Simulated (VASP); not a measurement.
Write the native input for VASP 6.6.1 that does the following.

- Task: single point
- Functional: PBE
- Potentials or basis: VASP PAW PBE potentials, release 64 (W_sv, N)
- Cutoff: 520 eV
- k mesh: 3 × 3 × 3
- Occupations: gaussian, width 0.15 eV
- Spin: no spin polarisation
- Dipole correction: no
- Further INCAR settings: LREAL = Auto; ALGO = Normal; EDIFF = 1e-06; NBANDS = 128

The structure of W16N (a cell with a defect) lies in POSCAR:

```
W16N
1.0
    6.3200000000      0.0000000000      0.0000000000
    0.0000000000      6.3200000000      0.0000000000
    0.0000000000      0.0000000000      6.3200000000
W N
16 1
Direct
   -0.0005808544     -0.0020395570      0.0069175633
    0.4994261076     -0.0459401899      0.0069262658
   -0.0005928797      0.5007313291      0.0069542722
   -0.0005522152      0.0048170886      0.5069882911
    0.2494273734      0.2493656646      0.2568838608
    0.4994229430      0.5449500000      0.0069200949
    0.4994006329     -0.0019949367      0.5069185127
    0.7494107595      0.2493441456      0.2569231013
   -0.0005659810      0.4939077532      0.5069950949
    0.2405414557      0.7492870253      0.2657662975
    0.2494620253      0.2493487342      0.7569897152
    0.4994031646      0.5006819620      0.5069378165
    0.7582811709      0.7492943038      0.2657995253
    0.7493808544      0.2493294304      0.7569696203
    0.2405943038      0.7493962025      0.7480632911
    0.7582284810      0.7494055380      0.7480363924
    0.4994397152      0.2495174051      0.0069651899
```

The input as run:

INCAR

```
ALGO     = Normal         # electronic algorithm
EDIFF    = 1E-6           # SCF threshold, eV
ENCUT    = 520            # plane-wave cutoff, eV
GGA      = PE             # functional
ISIF     = 2              # what is computed and relaxed
ISMEAR   = 0              # smearing method
LASPH    = True           # aspherical terms in the spheres
LCHARG   = False          # write CHGCAR
LREAL    = Auto         
LWAVE    = False          # write WAVECAR
NBANDS   = 128            # bands
NELM     = 100            # most SCF steps
PREC     = Accurate       # precision mode
SIGMA    = 0.15           # smearing width, eV
```

KPOINTS

```
k-points
0
Gamma
  3 3 3
```

Potentials or basis: VASP PAW PBE potentials, release 64 (W_sv, N).

The run is started by

```sh
$ cat potpaw_PBE.64/W_sv/POTCAR potpaw_PBE.64/N/POTCAR > POTCAR
$ mpirun -np 1 vasp_std > vasp.out
```

It gave:

```
Pressure               : 18.3 GPa
Largest force          : 0.098 eV/Å
Band gap on the k mesh : zero (an odd number of electrons rules out a gap without spin polarisation)
```

Caveat: spin-orbit coupling is left out, which moves the levels of the heavy elements.

It took 7.1 min on 1 thread of Intel(R) Xeon(R) 6975P-C (Granite Rapids), with other jobs on the host, peak memory 0.48 GiB.
